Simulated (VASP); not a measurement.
Write the native input for VASP 6.6.1 that does the following.

```yaml
Task: relaxation of cell and atoms
Functional: LDA
Potentials_or_basis: VASP PAW LDA potentials, release 64 (Cs_sv, I)
Cutoff: 500 eV
k_mesh: 10 × 10 × 10
Occupations: fermi-dirac, width 0.08 eV
Spin: no spin polarisation
Dipole_correction: no
Further_INCAR_settings: ALGO = Normal; EDIFF = 1e-07; IBRION = 2; EDIFFG = -0.002; NSW = 100; ISIF = 3
```

The structure of CsI lies in POSCAR:

```
CsI
1.0
    4.5667000000      0.0000000000      0.0000000000
    0.0000000000      4.5667000000      0.0000000000
    0.0000000000      0.0000000000      4.5667000000
Cs I
1 1
Direct
    0.0000000000      0.0000000000      0.0000000000
    0.5000000000      0.5000000000      0.5000000000
```

One way to write it, as run:

INCAR

```
PREC = Accurate
ENCUT = 500
EDIFF = 1E-7
ISMEAR = -1
SIGMA = 0.08
LREAL = F
LASPH = T
NELM = 120
ALGO = Normal
ISIF = 3
LWAVE = F
LCHARG = F
IBRION = 2
NSW = 100
EDIFFG = -0.002
GGA_COMPAT = F
NELMIN = 4
```

KPOINTS

```
Automatic mesh
0
Gamma
  10 10 10
```

Potentials or basis: VASP PAW LDA potentials, release 64 (Cs_sv, I).

Launch:

```sh
$ cat potpaw_LDA.64/Cs_sv/POTCAR potpaw_LDA.64/I/POTCAR > POTCAR
$ mpirun -np 1 vasp_std > vasp.out
```

It gave:

| Property | Result |
| --- | --- |
| Relaxed volume | 42.83 Å³/atom |
| Relaxed cell | a = 4.408 Å, b = 4.408 Å, c = 4.408 Å, α = 90.00°, β = 90.00°, γ = 90.00° |
| Space group after relaxing (to 0.1 Å) | Pm-3m (No. 221) |
| Energy gained by relaxing | 22.8 meV/atom |
| Ionic steps | 4 |
| Pressure after relaxing | 0.0 GPa |
| Band gap on the k mesh | 3.78 eV (least direct gap 3.84 eV) |

Caveat: spin-orbit coupling is left out, which moves the levels of the heavy elements.

Run time: 3.5 min on 1 thread of Oxide Virtual Turin-like Processor (shared host), peak memory 0.19 GiB.
